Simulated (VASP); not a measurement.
Crystal: ZnS.

```
Zn S
1.0
     0.00000    2.69368    2.69368
     2.69368    0.00000    2.69368
     2.69368    2.69368    0.00000
Zn S
1 1
Direct
  0.00000 0.00000 0.00000
  0.75000 0.75000 0.75000
```

| Property | Result |
| --- | --- |
| Program | VASP 6.6.1 |
| Task | relaxation of cell and atoms |
| Functional | PBE |
| Potentials or basis | VASP PAW PBE potentials, release 64 (Zn, S) |
| Cutoff | 600 eV |
| k mesh | 8 × 8 × 8 |
| Occupations | gaussian, width 0.02 eV |
| Spin | no spin polarisation |

At the start: pressure 2.5 GPa; volume 19.55 Å³/atom.

Problem. How do energy, volume and symmetry change on relaxing?

Solution. Over 3 steps the energy falls by 4.9 meV/atom and the volume is 20.20 Å³/atom (+3.4 %); space group F-43m (No. 216, to 0.1 Å) before and after.

The path:
| step | energy change (eV) | largest force (eV/Å) | pressure (GPa) | volume (Å³) |
| --- | --- | --- | --- | --- |
| 1 | 0.0000 | 0.0000 | 2.49 | 39.09 |
| 2 | -0.0089 | 0.0000 | -0.70 | 40.83 |
| 3 | -0.0099 | 0.0000 | 0.01 | 40.40 |

Final structure:
```
Zn S
1.0
     0.00000    2.72354    2.72354
     2.72354    0.00000    2.72354
     2.72354    2.72354    0.00000
Zn S
1 1
Direct
  0.00000 0.00000 0.00000
  0.75000 0.75000 0.75000
```
